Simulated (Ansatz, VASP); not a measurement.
Two plane-wave programs on AlH7

The input INCAR:

```
PREC = Accurate ; ENCUT = 600
EDIFF = 1E-6 ; ISMEAR = 0
SIGMA = 0.02 ; LREAL = F
LASPH = T ; NELM = 100
ALGO = Normal ; ISIF = 3
LWAVE = F ; LCHARG = F
GGA = PE ; IBRION = 2
NSW = 100 ; EDIFFG = -0.01
```

The input KPOINTS:

```
regular mesh
0
Gamma
  8 8 4
```

File POSCAR:

```
AlH7
1.0
    3.3929812236      0.0000000000      0.0000000000
    0.0000000000      3.3929812236      0.0000000000
    0.0000000000      0.0000000000      8.4411168382
Al H
1 7
Direct
    0.5000000000      0.5000000000      0.2115403895
    0.1095088197      0.5000000000      0.7277474348
    0.8904911803      0.5000000000      0.7277474348
    0.5000000000      0.1095088197      0.7277474348
    0.5000000000      0.8904911803      0.7277474348
    0.5000000000      0.0000000000      0.1465030653
    0.0000000000      0.5000000000      0.1465030653
    0.5000000000      0.5000000000      0.3990073307
```

Input for Ansatz:

```yaml
crystal:
  lattice:
    - [3.3929812236, 0.0, 0.0]
    - [0.0, 3.3929812236, 0.0]
    - [0.0, 0.0, 8.4411168382]
  atoms:
    - { symbol: Al, position: [0.5, 0.5, 0.2115403895] }
    - { symbol: H, position: [0.1095088197, 0.5, 0.7277474348] }
    - { symbol: H, position: [0.8904911803, 0.5, 0.7277474348] }
    - { symbol: H, position: [0.5, 0.1095088197, 0.7277474348] }
    - { symbol: H, position: [0.5, 0.8904911803, 0.7277474348] }
    - { symbol: H, position: [0.5, 0.0, 0.1465030653] }
    - { symbol: H, position: [0.0, 0.5, 0.1465030653] }
    - { symbol: H, position: [0.5, 0.5, 0.3990073307] }
basis:
  ecutwfc: 420
kpoints:
  mp_grid: { grid: [8, 8, 4] }
hamiltonian:
  xc: pbe
scf:
  occupations: { method: gaussian, width: 0.02 }
output:
  forces: true
  stress: true
  eigenvalues: true
relax:
  adjacent_minimum: "off"
  f_tol: 0.01
  max_steps: 80
  cell: { stress_tol: 0.05 }
```

Alike in both runs: task relaxation of cell and atoms; functional PBE; k mesh 8 × 8 × 4; occupations gaussian, width 0.02 eV; no spin polarisation.

```csv
,VASP,Ansatz
version,VASP 6.6.1,Ansatz 0.2.0
potentials or method,"VASP PAW PBE potentials, release 64 (Al, H), cutoff 600 eV","scalar-relativistic, plane waves, PAW"
valence electrons in the cell,10,10
```

|  | VASP | Ansatz | Ansatz less VASP |
| --- | --- | --- | --- |
| gap on the k mesh at the Fermi level, each at its own relaxed structure (eV) | 1.53 | 1.54 | +0.009 |
| relaxed volume (Å³/atom) | 12.14 | 12.15 | +0.002 |
| relaxed cell length with the largest relative difference (Å) | 3.393 | 3.393 | +0.0003 |
